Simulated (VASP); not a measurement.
Set up this calculation in VASP 6.6.1, as the native input.

```
Task                   : single point
Functional             : PBEsol
Potentials or basis    : VASP PAW PBE potentials, release 64 (Al, O)
Cutoff                 : 520 eV
k mesh                 : 7 × 7 × 7
Occupations            : fermi-dirac, width 0.05 eV
Spin                   : no spin polarisation
Dipole correction      : no
Further INCAR settings : ALGO = Normal; EDIFF = 1e-06; NBANDS = 35
```

The structure of Al2O3 lies in POSCAR:

```
Al2O3
1.0
    2.3868961736      1.3780751484      4.3381877538
   -2.3868961736      1.3780751484      4.3381877538
    0.0000000000     -2.7561502968      4.3381877538
Al O
4 6
Direct
    0.8520793639      0.8520793639      0.8520793639
    0.6479206361      0.6479206361      0.6479206361
    0.1479206361      0.1479206361      0.1479206361
    0.3520793639      0.3520793639      0.3520793639
    0.0558605619      0.7500000000      0.4441394381
    0.7500000000      0.4441394381      0.0558605619
    0.4441394381      0.0558605619      0.7500000000
    0.9441394381      0.2500000000      0.5558605619
    0.2500000000      0.5558605619      0.9441394381
    0.5558605619      0.9441394381      0.2500000000
```

One way to write it, as run:

INCAR

```
SYSTEM = Al2O3
PREC = Accurate
ENCUT = 520
EDIFF = 1E-6
ISMEAR = -1
SIGMA = 0.05
LREAL = .FALSE.
LASPH = .TRUE.
NELM = 60
ALGO = Normal
ISIF = 2
LWAVE = .FALSE.
LCHARG = .TRUE.
GGA = PS
LELF = .TRUE.
LVHAR = .TRUE.
NBANDS = 35
```

KPOINTS

```
regular mesh
0
G
  7 7 7
  0 0 0
```

Potentials or basis: VASP PAW PBE potentials, release 64 (Al, O).

Launch:

```bash
$ cat potpaw_PBE.64/Al/POTCAR potpaw_PBE.64/O/POTCAR > POTCAR
$ mpirun -np 1 vasp_std > vasp.out
```

It gave:

The pressure is 0.1 GPa and the largest force is 0.005 eV/Å. The band gap on the k mesh is 6.04 eV.

Caveat: the PAW data sets were made with another functional, which shifts forces and pressure a little.

Run time: 70 s on 1 thread of Intel(R) Xeon(R) 6975P-C (Granite Rapids) (shared host), peak memory 0.28 GiB.
